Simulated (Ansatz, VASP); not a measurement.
B: VASP beside Ansatz

Contents of INCAR:

```
SYSTEM = B
ALGO     = Normal         ! electronic algorithm
EDIFF    = 1E-6           ! SCF threshold, eV
EDIFFG   = -0.01          ! ionic threshold
ENCUT    = 600            ! plane-wave cutoff, eV
GGA      = PE             ! functional
IBRION   = 2              ! ionic algorithm
ISIF     = 3              ! what is computed and relaxed
ISMEAR   = 0              ! smearing method
LASPH    = .True.         ! aspherical terms in the spheres
LCHARG   = .False.        ! write CHGCAR
LREAL    = Auto         
LWAVE    = .False.        ! write WAVECAR
NELM     = 100            ! most SCF steps
NSW      = 100            ! ionic steps
PREC     = Accurate       ! precision mode
SIGMA    = 0.1            ! smearing width, eV
```

File KPOINTS:

```
k-points
0
Gamma
  18 18 2
  0 0 0
```

POSCAR

```
B
1.0
    2.7299439928      0.0000000000      0.0000000000
   -1.3649719964      2.3642008487      0.0000000000
    0.0000000000      0.0000000000     19.1626092043
B
16
Direct
    0.3333333333      0.6666666667      0.8141176940
    0.0000000000      0.0000000000      0.6751762488
    0.6666666667      0.3333333333      0.3708386841
    0.6666666667      0.3333333333      0.5434039658
    0.0000000000      0.0000000000      0.4102155617
    0.3333333333      0.6666666667      0.0989550888
    0.0000000000      0.0000000000      0.2380836828
    0.6666666667      0.3333333333      0.9565472829
    0.6666666667      0.3333333333      0.0434527171
    0.6666666667      0.3333333333      0.6291613159
    0.3333333333      0.6666666667      0.9010449112
    0.0000000000      0.0000000000      0.3248237512
    0.0000000000      0.0000000000      0.7619163172
    0.0000000000      0.0000000000      0.5897844383
    0.3333333333      0.6666666667      0.1858823060
    0.6666666667      0.3333333333      0.4565960342
```

Input for Ansatz:

```yaml
crystal:
  lattice:
    - [2.7299439928, 0.0, 0.0]
    - [-1.3649719964, 2.3642008487, 0.0]
    - [0.0, 0.0, 19.1626092043]
  atoms:
    - { symbol: B, position: [0.3333333333, 0.6666666667, 0.814117694] }
    - { symbol: B, position: [0.0, 0.0, 0.6751762488] }
    - { symbol: B, position: [0.6666666667, 0.3333333333, 0.3708386841] }
    - { symbol: B, position: [0.6666666667, 0.3333333333, 0.5434039658] }
    - { symbol: B, position: [0.0, 0.0, 0.4102155617] }
    - { symbol: B, position: [0.3333333333, 0.6666666667, 0.0989550888] }
    - { symbol: B, position: [0.0, 0.0, 0.2380836828] }
    - { symbol: B, position: [0.6666666667, 0.3333333333, 0.9565472829] }
    - { symbol: B, position: [0.6666666667, 0.3333333333, 0.0434527171] }
    - { symbol: B, position: [0.6666666667, 0.3333333333, 0.6291613159] }
    - { symbol: B, position: [0.3333333333, 0.6666666667, 0.9010449112] }
    - { symbol: B, position: [0.0, 0.0, 0.3248237512] }
    - { symbol: B, position: [0.0, 0.0, 0.7619163172] }
    - { symbol: B, position: [0.0, 0.0, 0.5897844383] }
    - { symbol: B, position: [0.3333333333, 0.6666666667, 0.185882306] }
    - { symbol: B, position: [0.6666666667, 0.3333333333, 0.4565960342] }
basis:
  ecutwfc: 420
kpoints:
  mp_grid: { grid: [18, 18, 2] }
hamiltonian:
  xc: pbe
scf:
  occupations: { method: gaussian, width: 0.1 }
output:
  forces: true
  stress: true
  eigenvalues: true
relax:
  adjacent_minimum: "off"
  f_tol: 0.01
  max_steps: 80
  cell: { stress_tol: 0.05 }
```

Alike in both runs: task relaxation of cell and atoms; functional PBE; k mesh 18 × 18 × 2; occupations gaussian, width 0.1 eV; no spin polarisation.

|  | VASP | Ansatz |
| --- | --- | --- |
| version | VASP 6.6.1 | Ansatz 0.2.0 |
| potentials or method | VASP PAW PBE potentials, release 64 (B), cutoff 600 eV | scalar-relativistic, plane waves, PAW |
| valence electrons in the cell | 48 | 48 |

Ansatz gave:

| Property | Result |
| --- | --- |
| gap on the k mesh at the Fermi level, each at its own relaxed structure (eV) | none |
| relaxed volume (Å³/atom) | 7.71 |
| relaxed cell length with the largest relative difference (Å) | 2.722 |

**Question.** Estimate VASP's values.

**Answer.** gap on the k mesh at the Fermi level, each at its own relaxed structure (eV): none; relaxed volume (Å³/atom): 7.70; relaxed cell length with the largest relative difference (Å): 2.721.

A gap of «none» marks a metal or a gap that the smearing closes.
